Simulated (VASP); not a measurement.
Set up this calculation in VASP 6.6.1, as the native input.

* Task: relaxation of cell and atoms
* Functional: LDA
* Potentials or basis: VASP PAW LDA potentials, release 64 (Zr_sv, O)
* Cutoff: 600 eV
* k mesh: 8 × 8 × 8
* Occupations: gaussian, width 0.01 eV
* Spin: no spin polarisation
* Target pressure: 3 GPa
* Dipole correction: no
* Further INCAR settings: ALGO = Normal; EDIFF = 1e-07; IBRION = 2; EDIFFG = -0.001; NSW = 80; ISIF = 3

The structure of ZrO2 lies in POSCAR:

```
ZrO2
1.0
    0.0000000000      2.5131137022      2.5131137022
    2.5131137022      0.0000000000      2.5131137022
    2.5131137022      2.5131137022      0.0000000000
Zr O
1 2
Direct
    0.0000000000      0.0000000000      0.0000000000
    0.2500000000      0.2500000000      0.2500000000
    0.7500000000      0.7500000000      0.7500000000
```

The input as run:

INCAR

```
SYSTEM = ZrO2
PREC = Accurate ; ENCUT = 600
EDIFF = 1E-7 ; ISMEAR = 0
SIGMA = 0.01 ; LREAL = .FALSE.
LASPH = .TRUE. ; NELM = 120
ALGO = Normal ; ISIF = 3
LWAVE = .FALSE. ; LCHARG = .FALSE.
IBRION = 2 ; NSW = 80
EDIFFG = -0.001 ; PSTRESS = 30.0
GGA_COMPAT = .FALSE. ; NELMIN = 4
```

KPOINTS

```
Automatic mesh
0
G
  8 8 8
  0 0 0
```

Potentials or basis: VASP PAW LDA potentials, release 64 (Zr_sv, O).

Launch:

```bash
$ cat potpaw_LDA.64/Zr_sv/POTCAR potpaw_LDA.64/O/POTCAR > POTCAR
$ mpirun -np 1 vasp_std > vasp.out
```

Results of the run:

```
Relaxed volume                                             : 10.49 Å³/atom
Relaxed cell                                               : a = 3.544 Å, b = 3.544 Å, c = 3.544 Å, α = 60.00°, β = 60.00°, γ = 60.00°
Space group after relaxing (to 0.1 Å)                      : Fm-3m (No. 225)
Energy change on relaxing (the run minimises the enthalpy) : +1.0 meV/atom
Ionic steps                                                : 5
Pressure after relaxing                                    : 3.0 GPa
Band gap on the k mesh                                     : 3.35 eV (least direct gap 3.82 eV)
```

Caveat: the cell is relaxed towards a set pressure, so the run minimises the enthalpy, not the energy.

It took 32 s on 1 thread of AMD EPYC 9R45 96-Core Processor (Zen 5) (shared host), peak memory 0.12 GiB.
